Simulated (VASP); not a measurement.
# GaN: single point with PBE

GaN:

```
Ga N
1.0
     3.18362    0.00000    0.00000
    -1.59181    2.75710    0.00000
     0.00000    0.00000    5.19419
Ga N
2 2
Direct
  0.66667 0.33333 0.00000
  0.33333 0.66667 0.50000
  0.66667 0.33333 0.37500
  0.33333 0.66667 0.87500
```

```yaml
Program: VASP 6.6.1
Task: single point
Functional: PBE
Potentials_or_basis: VASP PAW PBE potentials, release 64 (Ga_d, N)
Cutoff: 600 eV
k_mesh: 9 × 9 × 6
Occupations: gaussian, width 0.01 eV
Spin: non-collinear spin, zero start, spin-orbit coupling
Starting_moments: "[[0.0, 0.0, 0.0], [0.0, 0.0, 0.0], [0.0, 0.0, 0.0], [0.0, 0.0, 0.0]] μB"
```

```
Pressure                                              : 5.7 GPa
Largest force                                         : 0.086 eV/Å
Net moment                                            : 0.00 μB per cell
Valence electrons inside the program's atomic spheres : Ga 11.87; N 3.74
```

Forces in eV/Å, atoms in the order of the input:
```
Ga   0.000  0.000 -0.086
Ga   0.000  0.000 -0.086
N    0.000  0.000  0.086
N    0.000  0.000  0.086
```

Stress tensor (GPa, compression positive):
```
5.54 0.00 0.00
0.00 5.54 0.00
0.00 0.00 5.96
```

Moments on the atoms (μB; x, y, z):
```
Ga  0.00 0.00 0.00
Ga  0.00 0.00 0.00
N   0.00 0.00 0.00
N   0.00 0.00 0.00
```

Wall time 13 min on 1 thread of Intel Xeon 8259CL, on a shared host, peak memory 0.49 GiB.

Caveat: the cell stands under pressure.
